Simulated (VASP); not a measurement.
# AsSe2 (P-3m1) in VASP: relaxation of cell and atoms with PBE

Aim: the relaxation of cell and atoms of AsSe2 with PBE.

All numbers are computed with VASP 6.6.1; they aren't measurements. Logs are shortened: lines on timing, memory, paths and dates and some standing lists are left out, and cuts for length are marked.

## 1. The cell of the first run

Symmetry: P-3m1, No. 164, trigonal system. Conventional cell: a = 3.951 Å, b = 3.951 Å, c = 4.969 Å, α = 90.00°, β = 90.00°, γ = 120.00°. Within 3.6 Å of As (site symmetry -3m) lie 6 Se at 2.73 Å. Within 3.6 Å of Se (site symmetry 3m) lie 3 As at 2.73 Å and 3 Se at 3.02 Å.

The cell was generated, and may not be a known phase.

## 2. Relaxation of cell and atoms, PBE

INCAR reads:

```
PREC = Accurate
ENCUT = 600
EDIFF = 1E-7
ISMEAR = 0
SIGMA = 0.1
LREAL = False
LASPH = True
NELM = 60
ALGO = Normal
ISIF = 3
LWAVE = False
LCHARG = False
GGA = PE
IBRION = 2
NSW = 100
EDIFFG = -0.01
```

KPOINTS reads:

```
regular mesh
0
Gamma
  12 12 10
```

POSCAR reads:

```
AsSe2
1.0
    3.9510345456      0.0000000000      0.0000000000
   -1.9755172728      3.4216962877      0.0000000000
    0.0000000000      0.0000000000      4.9693514114
As Se
1 2
Direct
    0.0000000000      0.0000000000      0.0000000000
    0.6666666667      0.3333333333      0.3014022407
    0.3333333333      0.6666666667      0.6985977593
```

Potentials or basis: VASP PAW PBE potentials, release 64 (As, Se).

The run is started by

```bash
> cat potpaw_PBE.64/As/POTCAR potpaw_PBE.64/Se/POTCAR > POTCAR
> mpirun -np 1 vasp_std > vasp.out
```

OUTCAR:

```text
PREC = Accurate
   ENCUT = 600
   EDIFF = 1E-7
   ISMEAR = 0
   LREAL = False
   LASPH = True
   NELM = 60
   ISIF = 3
   GGA = PE
   IBRION = 2
   NSW = 100
   EDIFFG = -0.01

 ion  position               nearest neighbor table
   1  0.000  0.000  0.000-   2 2.73   3 2.73   3 2.73   2 2.73   2 2.73   3 2.73
   2  0.667  0.333  0.301-   1 2.73   1 2.73   1 2.73
   3  0.333  0.667  0.699-   1 2.73   1 2.73   1 2.73

  LATTYP: Found a hexagonal cell.
 ALAT       =     3.9510345456
 C/A-ratio  =     1.2577342349

  Lattice vectors:

 A1 = (   3.9510345456,   0.0000000000,   0.0000000000)
 A2 = (  -1.9755172728,   3.4216962877,   0.0000000000)
 A3 = (   0.0000000000,   0.0000000000,   4.9693514114)

Analysis of symmetry for initial positions (statically):
=====================================================================
 Subroutine PRICEL returns:
 Original cell was already a primitive cell.

 Routine SETGRP: Setting up the symmetry group for a
 hexagonal supercell.

 Subroutine GETGRP returns: Found 12 space group operations
 (whereof 12 operations were pure point group operations)
 out of a pool of 24 trial point group operations.

The static configuration has the point symmetry D_3d.

Analysis of symmetry for dynamics (positions and initial velocities):
=====================================================================
 Subroutine PRICEL returns:
 Original cell was already a primitive cell.

 Routine SETGRP: Setting up the symmetry group for a
 hexagonal supercell.

 Subroutine GETGRP returns: Found 12 space group operations
 (whereof 12 operations were pure point group operations)
 out of a pool of 24 trial point group operations.

The dynamic configuration has the point symmetry D_3d.

 Subroutine INISYM returns: Found 12 space group operations
 (whereof 12 operations are pure point group operations),
 and found     1 'primitive' translations

----------------------------------------------------------------------------------------

                                     Primitive cell

  volume of cell :      67.1819

  direct lattice vectors                    reciprocal lattice vectors
     3.951034546  0.000000000  0.000000000     0.253098268  0.146126353  0.000000000
    -1.975517273  3.421696288  0.000000000     0.000000000  0.292252706  0.000000000
     0.000000000  0.000000000  4.969351411     0.000000000  0.000000000  0.201233505

  length of vectors
     3.951034546  3.951034546  4.969351411     0.292252706  0.292252706  0.201233505

  position of ions in fractional coordinates (direct lattice)
     0.000000000  0.000000000  0.000000000
     0.666666667  0.333333333  0.301402241
     0.333333333  0.666666667  0.698597759

  ion indices of the primitive-cell ions
   primitive index   ion index
                 1           1
                 2           2
                 3           3

----------------------------------------------------------------------------------------

 KPOINTS: regular mesh

Automatic generation of k-mesh.
 Grid dimensions read from file:
 generate k-points for:   12   12   10

 Generating k-lattice:

  Cartesian coordinates                     Fractional coordinates (reciprocal lattice)
     0.021091522  0.012177196  0.000000000     0.083333333  0.000000000  0.000000000
     0.000000000  0.024354392  0.000000000     0.000000000  0.083333333  0.000000000
     0.000000000  0.000000000  0.020123350     0.000000000  0.000000000  0.100000000

  Length of vectors
     0.024354392  0.024354392  0.020123350

  Shift w.r.t. Gamma in fractional coordinates (k-lattice)
     0.000000000  0.000000000  0.000000000

 Subroutine IBZKPT returns following result:
 ===========================================

 Found    162 irreducible k-points:

 Following reciprocal coordinates:
            Coordinates               Weight
  0.000000  0.000000  0.000000      1.000000
  0.083333  0.000000  0.000000      6.000000
  0.166667  0.000000  0.000000      6.000000
  0.250000  0.000000  0.000000      6.000000
  0.333333 -0.000000  0.000000      6.000000
  0.416667 -0.000000  0.000000      6.000000
[... 16 lines left out ...]
  0.166667  0.000000  0.100000      6.000000
  0.000000  0.166667  0.100000      6.000000
 [... further k-points ...]
   k-points           NKPTS =    162   k-points in BZ     NKDIM =    162   number of bands    NBANDS=     12
   number of dos      NEDOS =    301   number of ions     NIONS =      3
   total plane-waves  NPLWV =  40960
   dimension x,y,z NGX =    32 NGY =   32 NGZ =   40
   dimension x,y,z NGXF=    64 NGYF=   64 NGZF=   80
   ions per type =               1   2
   NGX,Y,Z   is equivalent  to a cutoff of  13.46, 13.46, 13.38 a.u.
   NGXF,Y,Z  is equivalent  to a cutoff of  26.93, 26.93, 26.76 a.u.
 SYSTEM =  unknown system
   PREC   = accura    normal or accurate (medium, high low for compatibility)
   ISTART =      0    job   : 0-new  1-cont  2-samecut
   ICHARG =      2    charge: 1-file 2-atom 10-const
   ISPIN  =      1    spin polarized calculation?
   LNONCOLLINEAR =      F non collinear calculations
   LSORBIT =      F    spin-orbit coupling
   LASPH  =      T    aspherical Exc in radial PAW
   ENCUT  =  600.0 eV  44.10 Ry    6.64 a.u.   7.89  7.89  9.93*2*pi/ulx,y,z
   NELM   =     60;   NELMIN=  2; NELMDL= -5     # of ELM steps
   EDIFF  = 0.1E-06   stopping-criterion for ELM
   LREAL  =      F    real-space projection
   EDIFFG = -.1E-01   stopping-criterion for IOM
   NSW    =    100    number of steps for IOM
   IBRION =      2    ionic relax: 0-MD 1-quasi-New 2-CG
   NFREE  =      1    steps in history (QN), initial steepest desc. (CG)
   ISIF   =      3    stress and relaxation
   ISYM   =      2    0-nonsym 1-usesym 2-fastsym
   POTIM  = 0.5000    time-step for ionic-motion
   TEBEG  =    0.0;   TEEND  =   0.0 temperature during run
   PSTRESS=    0.0 pullay stress
   NELECT =      17.0000    total number of electrons
   NUPDOWN=      -1.0000    fix difference up-down
   EMIN   =  10.00;   EMAX   =-10.00  energy-range for DOS
   EFERMI =   0.00;   METHOD = LEGACY
   ISMEAR =     0;   SIGMA  =   0.10  broadening in eV -4-tet -1-fermi 0-gaus
   EFERMI_NEDOS =   21; number of points for ismear=-14 and -15
   IALGO  =     38    algorithm
   IMIX   =      4    mixing-type and parameters
     AMIX     =   0.40;   BMIX     =  1.00
     AMIX_MAG =   1.60;   BMIX_MAG =  1.00
  volume/ion in A,a.u.               =      22.39       151.12
  Fermi-wavevector in a.u.,A,eV,Ry     =   1.035477  1.956768 14.588339  1.072213
  Thomas-Fermi vector in A             =   2.169822
   LORBIT       =      0    0 simple, 1 ext, 2 COOP (PROOUT), +10 PAW based schemes
   GGA     = PE    functional components
   LHFCALC =     F    Hartree Fock is set to
   AEXX    =    0.0000 exact exchange contribution
   IVDW    =     0    specifies the selected vdW correction
   LEPSILON=     F    determine dielectric tensor
   LRPA    =     F    only Hartree local field effects (RPA)
 conjugate gradient relaxation of ions
 non-spin polarized calculation
 Gauss-broadening in eV      SIGMA  =   0.10
  energy-cutoff  :      600.00
  volume of cell :       67.18
 maximum number of plane-waves:      2265
   NGX = 15   NGY = 15   NGZ = 19

--------------------------------------- Ionic step        1  -------------------------------------------

 number of electron      17.0000000 magnetization

 Free energy of the ion-electron system (eV)
  ---------------------------------------------------
  ext. energy  EPLUGINS =         0.00000000
  ---------------------------------------------------
  free energy    TOTEN  =       -11.56746939 eV

  energy without entropy =      -11.55752305  energy(sigma->0) =      -11.56249622

------------------------ aborting loop because EDIFF is reached ----------------------------------------

  FORCE on cell =-STRESS in cart. coord.  units (eV):
  Direction    XX          YY          ZZ          XY          YZ          ZX
  --------------------------------------------------------------------------------------
  -------------------------------------------------------------------------------------
  Total       -0.1421223     -0.1421223      0.1816908      0.0000000      0.0000000      0.0000000
  in kB       -3.3893833     -3.3893833      4.3330281      0.0000000      0.0000000      0.0000000
  external PRESSURE =      -0.8152462 kB  Pullay stress =       0.0000000 kB
[... 92 lines left out ...]
  FREE ENERGIE OF THE ION-ELECTRON SYSTEM (eV)
  ---------------------------------------------------
  free  energy   TOTEN  =       -11.5705463330 eV

  energy  without entropy=      -11.5600586338  energy(sigma->0) =      -11.56530248

[... ionic steps 4 to 41 ...]

--------------------------------------- Ionic step       42  -------------------------------------------

 number of electron      16.9999998 magnetization

------------------------ aborting loop because EDIFF is reached ----------------------------------------

  FORCE on cell =-STRESS in cart. coord.  units (eV):
  Direction    XX          YY          ZZ          XY          YZ          ZX
  --------------------------------------------------------------------------------------
  -------------------------------------------------------------------------------------
  Total       -0.0367604     -0.0367604      0.0009713     -0.0000000      0.0000000      0.0000000
  in kB       -0.7747723     -0.7747723      0.0204724     -0.0000000      0.0000000      0.0000000
  external PRESSURE =      -0.5096907 kB  Pullay stress =       0.0000000 kB
[... 59 lines left out ...]
  energy  without entropy=      -11.6773753805  energy(sigma->0) =      -11.68158693

--------------------------------------- Ionic step       44  -------------------------------------------

 number of electron      16.9999998 magnetization

 Free energy of the ion-electron system (eV)
  ---------------------------------------------------
  ext. energy  EPLUGINS =         0.00000000
  ---------------------------------------------------
  free energy    TOTEN  =       -11.68581775 eV

  energy without entropy =      -11.67740033  energy(sigma->0) =      -11.68160904

 E-fermi :   2.9802     XC(G=0):  -9.1362

 val. band max:        2.9735536777   @ k =   0.3333   0.2500   0.3000
 cond. band min:       2.9954295318   @ k =  -0.1667   0.5000   0.2000
 fundamental gap:      0.0218758541
 Fermi energy:         2.9801550156

 k-point     1 :       0.0000    0.0000    0.0000
  band No.  band energies     occupation
      1     -12.1477      2.00000
      2      -9.8949      2.00000
      3      -5.5728      2.00000
      4       1.4863      2.00000
      5       1.6294      2.00000
      6       1.6294      2.00000
      7       2.1677      2.00000
      8       2.5940      2.00000
      9       2.5940      2.00000
     10       5.1801      0.00000
     11       5.6106      0.00000
     12       5.6106      0.00000
[... 331 lines left out ...]
 k-point    24 :       0.0000    0.1667    0.1000
  band No.  band energies     occupation
      1     -11.8093      2.00000
      2      -9.7190      2.00000
      3      -5.6869      2.00000
      4      -0.5498      2.00000
      5       0.5798      2.00000
      6       0.8490      2.00000
      7       2.0460      2.00000
      8       2.7586      1.99827
      9       3.6522      0.00000
     10       4.9417      0.00000
     11       5.9336      0.00000
     12       6.4859      0.00000

 [... further k-points ...]
[... 5 lines left out ...]
  --------------------------------------------------------------------------------------
  -------------------------------------------------------------------------------------
  Total       -0.0143588     -0.0143588      0.0115364     -0.0000000      0.0000000     -0.0000000
  in kB       -0.3029171     -0.3029171      0.2433761     -0.0000000      0.0000000     -0.0000000
  external PRESSURE =      -0.1208193 kB  Pullay stress =       0.0000000 kB
[... 18 lines left out ...]
  FREE ENERGIE OF THE ION-ELECTRON SYSTEM (eV)
  ---------------------------------------------------
  free  energy   TOTEN  =       -11.6858177482 eV

  energy  without entropy=      -11.6774003350  energy(sigma->0) =      -11.68160904

 reached required accuracy - stopping structural energy minimisation
```

Run time: 18 min. Hardware: 1 thread of Intel Xeon 6975P-C (Granite Rapids), shared host; peak memory 0.36 GiB.

What came out:

| Item | Value |
| --- | --- |
| Free energy | -11.6858 eV |
| Relaxed volume | 25.32 Å³/atom |
| Relaxed cell | a = 3.651 Å, b = 3.651 Å, c = 6.580 Å, α = 90.00°, β = 90.00°, γ = 120.00° |
| Space group after relaxing (to 0.1 Å) | P-3m1 (No. 164) |
| Energy gained by relaxing | 39.4 meV/atom |
| Ionic steps | 44 |
| Pressure after relaxing | 0.0 GPa |
| Largest force after relaxing | 0.004 eV/Å |
| Band gap on the k mesh | zero (an odd number of electrons rules out a gap without spin polarisation) |

Forces in eV/Å, atoms in the order of the input:
```
As   0.000  0.000  0.000
Se   0.000  0.000  0.004
Se   0.000  0.000 -0.004
```

Step by step:
```
step  energy change (eV)  largest force (eV/Å)  pressure (GPa)  volume (Å³)
   1              0.0000                0.0213           -0.08        67.18
   3             -0.0031                0.0142            0.30        66.73
   5             -0.0033                0.0304            0.44        66.56
   7             -0.0042                0.0711           -0.09        67.03
   9             -0.0045                0.0592           -0.05        67.01
  11             -0.0056                0.0110           -0.03        67.19
  13             -0.0057                0.0099            0.02        67.14
  15             -0.0057                0.0009            0.17        66.96
  17             -0.0058                0.0013            0.09        67.04
  19             -0.0058                0.0162           -0.01        67.12
  21             -0.0059                0.0152           -0.02        67.15
  23             -0.0062                0.0138           -0.09        67.27
  25             -0.0153                0.0418           -0.31        67.70
  27             -0.0704                0.3235            0.25        68.74
  29             -0.0732                0.2853            0.21        68.76
  31             -0.0816                0.0108            0.78        69.21
  33             -0.0855                0.0880            0.25        69.64
  35             -0.0880                0.1371           -0.58        70.93
  37             -0.0969                0.1117           -0.46        71.51
  39             -0.1145                0.1505            0.71        74.03
  41             -0.1180                0.0433           -0.26        76.63
  43             -0.1183                0.0049           -0.04        75.98
  44             -0.1183                0.0041           -0.01        75.95
```

Final structure:
```
CELL_PARAMETERS angstrom
3.65072 0.00000 0.00000
-1.82536 3.16161 0.00000
0.00000 0.00000 6.57987
ATOMIC_POSITIONS crystal
As 0.00000 0.00000 0.00000
Se 0.66667 0.33333 0.23967
Se 0.33333 0.66667 0.76033
```

Caveat: a cell axis changed by over 15 % at a fixed basis, so the end point is rough; this functional lacks dispersion, which binds layers or chains, so the pressure and a relaxed spacing across them are unreliable.

The gap in the log of VASP goes by the Fermi energy; the results here count the filled bands.